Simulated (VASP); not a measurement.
Here is a VASP 6.6.1 calculation.

Contents of INCAR:

```
PREC     = Accurate       # precision mode
ENCUT    = 600            # plane-wave cutoff, eV
EDIFF    = 1E-7           # SCF threshold, eV
ISMEAR   = -1             # smearing method
SIGMA    = 0.05           # smearing width, eV
LREAL    = False          # projectors in reciprocal space
LASPH    = True           # aspherical terms in the spheres
NELM     = 60             # most SCF steps
ALGO     = Normal         # electronic algorithm
ISIF     = 3              # what is computed and relaxed
LWAVE    = False          # write WAVECAR
LCHARG   = False          # write CHGCAR
GGA      = RE             # functional
IVDW     = 12             # dispersion correction
IBRION   = 2              # ionic algorithm
NSW      = 80             # ionic steps
EDIFFG   = -0.01          # ionic threshold
```

File KPOINTS:

```
Automatic mesh
0
Gamma
  11 11 6
```

File POSCAR:

```
Ru
1.0
    2.7058000000      0.0000000000      0.0000000000
   -1.3529000000      2.3432915376      0.0000000000
    0.0000000000      0.0000000000      4.2819000000
Ru
2
Direct
    0.6666666667      0.3333333333      0.7500000000
    0.3333333333      0.6666666667      0.2500000000
```

Potentials or basis: VASP PAW PBE potentials, release 64 (Ru_pv).

The run is started by

```sh
$ cat potpaw_PBE.64/Ru_pv/POTCAR > POTCAR
$ mpirun -np 1 vasp_std > vasp.out
```

Problem. What does it give for the relaxed cell?

Solution. a = 2.686 Å, b = 2.686 Å, c = 4.254 Å, α = 90.00°, β = 90.00°, γ = 120.00°.

Problem. Predict the relaxed volume.

Solution. 13.29 Å³/atom.

Problem. Estimate the space group after relaxing (to 0.1 Å).

Solution. P6_3/mmc (No. 194).

Final structure:
```
Ru
1.0
     2.68553    0.00000    0.00000
    -1.34276    2.32574    0.00000
     0.00000    0.00000    4.25440
Ru
2
Direct
  0.66667 0.33333 0.75000
  0.33333 0.66667 0.25000
```

Caveat: the dispersion term is far too large for a dense solid, which distorts pressure and volume; the PAW data sets were made with another functional, which shifts forces and pressure a little.
